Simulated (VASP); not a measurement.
# CdS (zincblende type) (F-43m) in VASP: further runs, part 2 of 2

VASP 6.6.1. The steps go on from the part before.

### 5 Relaxation of cell and atoms, PBE, target pressure 15 GPa, at which the enthalpy is minimised

Input file INCAR:

```
SYSTEM = CdS
  ALGO = Normal
  EDIFF = 1E-7
  EDIFFG = -0.005
  ENCUT = 600
  GGA = PE
  IBRION = 2
  ISIF = 3
  ISMEAR = -1
  LASPH = .TRUE.
  LCHARG = .FALSE.
  LREAL = .FALSE.
  LWAVE = .FALSE.
  NELM = 60
  NSW = 32
  PREC = Accurate
  PSTRESS = 150.0
  SIGMA = 0.1
```

Input file KPOINTS:

```
k-points
0
G
  12 12 12
  0 0 0
```

Input file POSCAR:

```
CdS
1.0
    0.0000000000      2.7868851826      2.7868851826
    2.7868851826      0.0000000000      2.7868851826
    2.7868851826      2.7868851826      0.0000000000
Cd S
1 1
Direct
    0.0000000000      0.0000000000      0.0000000000
    0.2500000000      0.2500000000      0.2500000000
```

Potentials or basis: VASP PAW PBE potentials, release 64 (Cd, S).

Command:

```bash
$ cat potpaw_PBE.64/Cd/POTCAR potpaw_PBE.64/S/POTCAR > POTCAR
$ mpirun -np 1 vasp_std > vasp.out
```

OUTCAR:

```text
SYSTEM = CdS
   EDIFF = 1E-7
   EDIFFG = -0.005
   ENCUT = 600
   GGA = PE
   IBRION = 2
   ISIF = 3
   ISMEAR = -1
   LASPH = .TRUE.
   LREAL = .FALSE.
   NELM = 60
   NSW = 32
   PREC = Accurate
   PSTRESS = 150.0

 ion  position               nearest neighbor table
   1  0.000  0.000  0.000-   2 2.41   2 2.41   2 2.41   2 2.41
   2  0.250  0.250  0.250-   1 2.41   1 2.41   1 2.41   1 2.41

  LATTYP: Found a face centered cubic cell.
 ALAT       =     5.5737703652

  Lattice vectors:

 A1 = (   0.0000000000,   2.7868851826,   2.7868851826)
 A2 = (   2.7868851826,   0.0000000000,   2.7868851826)
 A3 = (   2.7868851826,   2.7868851826,   0.0000000000)

Analysis of symmetry for initial positions (statically):
[... 5 lines left out ...]
 face centered cubic supercell.

 Subroutine GETGRP returns: Found 24 space group operations
 (whereof 24 operations were pure point group operations)
 out of a pool of 48 trial point group operations.

The static configuration has the point symmetry T_d .

Analysis of symmetry for dynamics (positions and initial velocities):
[... 5 lines left out ...]
 face centered cubic supercell.

 Subroutine GETGRP returns: Found 24 space group operations
 (whereof 24 operations were pure point group operations)
 out of a pool of 48 trial point group operations.

The dynamic configuration has the point symmetry T_d .

 Subroutine INISYM returns: Found 24 space group operations
 (whereof 24 operations are pure point group operations),
 and found     1 'primitive' translations

----------------------------------------------------------------------------------------

                                     Primitive cell

  volume of cell :      43.2900

  direct lattice vectors                    reciprocal lattice vectors
     0.000000000  2.786885183  2.786885183    -0.179411769  0.179411769  0.179411769
     2.786885183  0.000000000  2.786885183     0.179411769 -0.179411769  0.179411769
     2.786885183  2.786885183  0.000000000     0.179411769  0.179411769 -0.179411769

  length of vectors
     3.941250822  3.941250822  3.941250822     0.310750299  0.310750299  0.310750299

  position of ions in fractional coordinates (direct lattice)
     0.000000000  0.000000000  0.000000000
     0.250000000  0.250000000  0.250000000

  ion indices of the primitive-cell ions
   primitive index   ion index
                 1           1
                 2           2

----------------------------------------------------------------------------------------

 KPOINTS: k-points

Automatic generation of k-mesh.
 Grid dimensions read from file:
 generate k-points for:   12   12   12

 Generating k-lattice:

  Cartesian coordinates                     Fractional coordinates (reciprocal lattice)
    -0.014950981  0.014950981  0.014950981     0.083333333  0.000000000  0.000000000
     0.014950981 -0.014950981  0.014950981     0.000000000  0.083333333  0.000000000
     0.014950981  0.014950981 -0.014950981     0.000000000  0.000000000  0.083333333

  Length of vectors
     0.025895858  0.025895858  0.025895858

  Shift w.r.t. Gamma in fractional coordinates (k-lattice)
     0.000000000  0.000000000  0.000000000

 Subroutine IBZKPT returns following result:
 ===========================================

 Found     72 irreducible k-points:

 Following reciprocal coordinates:
            Coordinates               Weight
  0.000000  0.000000  0.000000      1.000000
  0.083333  0.000000  0.000000      8.000000
  0.166667  0.000000  0.000000      8.000000
  0.250000  0.000000  0.000000      8.000000
  0.333333  0.000000  0.000000      8.000000
  0.416667  0.000000  0.000000      8.000000
[... 16 lines left out ...]
  0.500000  0.166667  0.000000     24.000000
 -0.416667  0.166667  0.000000     24.000000
 [... further k-points ...]
   k-points           NKPTS =     72   k-points in BZ     NKDIM =     72   number of bands    NBANDS=     13
   number of dos      NEDOS =    301   number of ions     NIONS =      2
   total plane-waves  NPLWV =  32768
   dimension x,y,z NGX =    32 NGY =   32 NGZ =   32
   dimension x,y,z NGXF=    64 NGYF=   64 NGZF=   64
   ions per type =               1   1
   NGX,Y,Z   is equivalent  to a cutoff of  13.50, 13.50, 13.50 a.u.
   NGXF,Y,Z  is equivalent  to a cutoff of  27.00, 27.00, 27.00 a.u.
 SYSTEM =  CdS
   PREC   = accura    normal or accurate (medium, high low for compatibility)
   ISTART =      0    job   : 0-new  1-cont  2-samecut
   ICHARG =      2    charge: 1-file 2-atom 10-const
   ISPIN  =      1    spin polarized calculation?
   LNONCOLLINEAR =      F non collinear calculations
   LSORBIT =      F    spin-orbit coupling
   LASPH  =      T    aspherical Exc in radial PAW
   ENCUT  =  600.0 eV  44.10 Ry    6.64 a.u.   7.87  7.87  7.87*2*pi/ulx,y,z
   NELM   =     60;   NELMIN=  2; NELMDL= -5     # of ELM steps
   EDIFF  = 0.1E-06   stopping-criterion for ELM
   LREAL  =      F    real-space projection
   EDIFFG = -.5E-02   stopping-criterion for IOM
   NSW    =     32    number of steps for IOM
   IBRION =      2    ionic relax: 0-MD 1-quasi-New 2-CG
   NFREE  =      1    steps in history (QN), initial steepest desc. (CG)
   ISIF   =      3    stress and relaxation
   ISYM   =      2    0-nonsym 1-usesym 2-fastsym
   POTIM  = 0.5000    time-step for ionic-motion
   TEBEG  =    0.0;   TEEND  =   0.0 temperature during run
   PSTRESS=  150.0 pullay stress
   NELECT =      18.0000    total number of electrons
   NUPDOWN=      -1.0000    fix difference up-down
   EMIN   =  10.00;   EMAX   =-10.00  energy-range for DOS
   EFERMI =   0.00;   METHOD = LEGACY
   ISMEAR =    -1;   SIGMA  =   0.10  broadening in eV -4-tet -1-fermi 0-gaus
   EFERMI_NEDOS =   21; number of points for ismear=-14 and -15
   IALGO  =     38    algorithm
   IMIX   =      4    mixing-type and parameters
     AMIX     =   0.40;   BMIX     =  1.00
     AMIX_MAG =   1.60;   BMIX_MAG =  1.00
  volume/ion in A,a.u.               =      21.64       146.07
  Fermi-wavevector in a.u.,A,eV,Ry     =   1.221903  2.309061 20.314124  1.493046
  Thomas-Fermi vector in A             =   2.357068
   LORBIT       =      0    0 simple, 1 ext, 2 COOP (PROOUT), +10 PAW based schemes
   GGA     = PE    functional components
   LHFCALC =     F    Hartree Fock is set to
   AEXX    =    0.0000 exact exchange contribution
   IVDW    =     0    specifies the selected vdW correction
   LEPSILON=     F    determine dielectric tensor
   LRPA    =     F    only Hartree local field effects (RPA)
 conjugate gradient relaxation of ions
 non-spin polarized calculation
  energy-cutoff  :      600.00
  volume of cell :       43.29
 maximum number of plane-waves:      1464
   NGX = 15   NGY = 15   NGZ = 15

--------------------------------------- Ionic step        1  -------------------------------------------

 number of electron      18.0000001 magnetization

 Free energy of the ion-electron system (eV)
  ---------------------------------------------------
  ext. energy  EPLUGINS =         0.00000000
  ---------------------------------------------------
  free energy    TOTEN  =        -5.77669124 eV

  energy without entropy =       -5.77668341  energy(sigma->0) =       -5.77668733

------------------------ aborting loop because EDIFF is reached ----------------------------------------

  FORCE on cell =-STRESS in cart. coord.  units (eV):
  Direction    XX          YY          ZZ          XY          YZ          ZX
  --------------------------------------------------------------------------------------
  -------------------------------------------------------------------------------------
  Total        4.2162114      4.2162114      4.2162114     -0.0000000     -0.0000000      0.0000000
  in kB      156.0435185    156.0435185    156.0435185     -0.0000000     -0.0000000      0.0000000
  external PRESSURE =       6.0435185 kB  Pullay stress =     150.0000000 kB
[... 63 lines left out ...]
--------------------------------------- Ionic step        3  -------------------------------------------

 number of electron      18.0000002 magnetization

 Free energy of the ion-electron system (eV)
  ---------------------------------------------------
  ext. energy  EPLUGINS =         0.00000000
  ---------------------------------------------------
  free energy    TOTEN  =        -5.79781395 eV

  energy without entropy =       -5.79780572  energy(sigma->0) =       -5.79780983

 E-fermi :   3.4150     XC(G=0):  -9.7811

 val. band max:        2.5520324789   @ k =   0.0000   0.0000   0.0000
 cond. band min:       3.9750825032   @ k =   0.0000   0.0000   0.0000
 fundamental gap:      1.4230500243
 Fermi energy:         3.4150207759

 k-point     1 :       0.0000    0.0000    0.0000
  band No.  band energies     occupation
      1     -10.7274      2.00000
      2      -5.7754      2.00000
      3      -5.7754      2.00000
      4      -5.7754      2.00000
      5      -5.0922      2.00000
      6      -5.0922      2.00000
      7       2.5520      1.99964
      8       2.5520      1.99964
      9       2.5520      1.99964
     10       3.9751      0.00736
     11       9.0185      0.00000
     12       9.0185      0.00000
     13       9.0185      0.00000
[... 354 lines left out ...]
  band No.  band energies     occupation
      1     -10.1164      2.00000
      2      -5.5800      2.00000
      3      -5.5358      2.00000
      4      -5.1064      2.00000
      5      -5.0550      2.00000
      6      -4.5044      2.00000
      7      -2.4516      2.00000
      8       0.5213      2.00000
      9       1.3351      2.00000
     10       6.7474      0.00000
     11       8.5878      0.00000
     12      10.1464      0.00000
     13      10.6303      0.00000

 [... further k-points ...]
[... 5 lines left out ...]
  --------------------------------------------------------------------------------------
  -------------------------------------------------------------------------------------
  Total        4.0803005      4.0803005      4.0803005     -0.0000000     -0.0000000      0.0000000
  in kB      150.2456506    150.2456506    150.2456506     -0.0000000     -0.0000000      0.0000000
  external PRESSURE =       0.2456506 kB  Pullay stress =     150.0000000 kB
[... 21 lines left out ...]
  energy  without entropy=       -5.7978057199  energy(sigma->0) =       -5.79780983

  enthalpy is  TOTEN    =        -1.7241847012 eV   P V=        4.0736292457

 reached required accuracy - stopping structural energy minimisation
```

OSZICAR:

```text
N       E                     dE             d eps       ncg     rms          rms(c)
DAV:   1     0.122289952907E+03    0.12229E+03   -0.10279E+04  1904   0.145E+03
DAV:   2    -0.112590940426E+01   -0.12342E+03   -0.11750E+03  2107   0.319E+02
DAV:   3    -0.628382947179E+01   -0.51579E+01   -0.51433E+01  2307   0.675E+01
[... 26 lines left out ...]
DAV:   3    -0.579786810352E+01    0.68488E-03   -0.18768E-03  2037   0.559E-01    0.213E-01
DAV:   4    -0.579781466266E+01    0.53441E-04   -0.14262E-04  1937   0.145E-01    0.435E-02
DAV:   5    -0.579781260662E+01    0.20560E-05   -0.28213E-05  2332   0.983E-02    0.189E-02
DAV:   6    -0.579781391626E+01   -0.13096E-05   -0.44832E-06  1942   0.285E-02    0.812E-03
DAV:   7    -0.579781394696E+01   -0.30705E-07   -0.23677E-07  2262   0.411E-03
   3 F= -.17241847E+01 E0= -.17241806E+01  d E =-.412252E-03
```

Run time: 93 s. Hardware: 1 thread of AMD EPYC 7R43 (Zen 3), shared host; peak memory 0.18 GiB.

Results:

| Quantity | Value |
| --- | --- |
| Free energy | -5.7978 eV |
| Relaxed volume | 21.76 Å³/atom |
| Relaxed cell | a = 3.948 Å, b = 3.948 Å, c = 3.948 Å, α = 60.00°, β = 60.00°, γ = 60.00° |
| Space group after relaxing (to 0.05 Å) | F-43m (No. 216) |
| Energy change on relaxing (the enthalpy is what falls) | -10.6 meV/atom |
| Ionic steps | 3 |
| Pressure after relaxing | 15.0 GPa |
| Band gap on the k mesh | 1.42 eV, direct |

The path:
```csv
step,energy change (eV),largest force (eV/Å),pressure (GPa),volume (Å³)
1,0.0000,0.0000,15.60,43.29
2,-0.0478,0.0000,14.24,43.80
3,-0.0211,0.0000,15.02,43.51
```

Final structure:
```
Cd S
1.0
     0.00000    2.79162    2.79162
     2.79162    0.00000    2.79162
     2.79162    2.79162    0.00000
Cd S
1 1
Direct
  0.00000 0.00000 0.00000
  0.25000 0.25000 0.25000
```

Caveat: the cell is relaxed towards a set pressure, so the enthalpy falls and the energy may rise.

### 6 Overview

| task | cell | cutoff (eV) | gap on the mesh (eV) | pressure (GPa) |
| --- | --- | --- | --- | --- |
| single point | a = 3.941 Å, angles 60.0°, 2 atoms | 520 | 1.43 | 15.6 |
| single point | a = 3.942 Å, angles 60.0°, 2 atoms | 520 | 1.43 | 15.6 |
| relaxation of cell and atoms | relaxed to 15 GPa from a = 3.865 Å, angles 60.0°, 2 atoms | 600 | 1.42 | 15.0 |
| relaxation of cell and atoms | relaxed to 15 GPa from a = 3.941 Å, angles 60.0°, 2 atoms | 600 | 1.42 | 15.0 |

Alike in all rows: level PBE; potentials or basis VASP PAW PBE potentials, release 64 (Cd, S); no spin polarisation; k mesh 12 × 12 × 12; smearing fermi-dirac 0.1 eV.

Caveats: the cell is relaxed towards a set pressure, so the enthalpy falls and the energy may rise (some runs).

Total energies depend on the potentials used, so only differences within one code and one set of settings carry meaning.
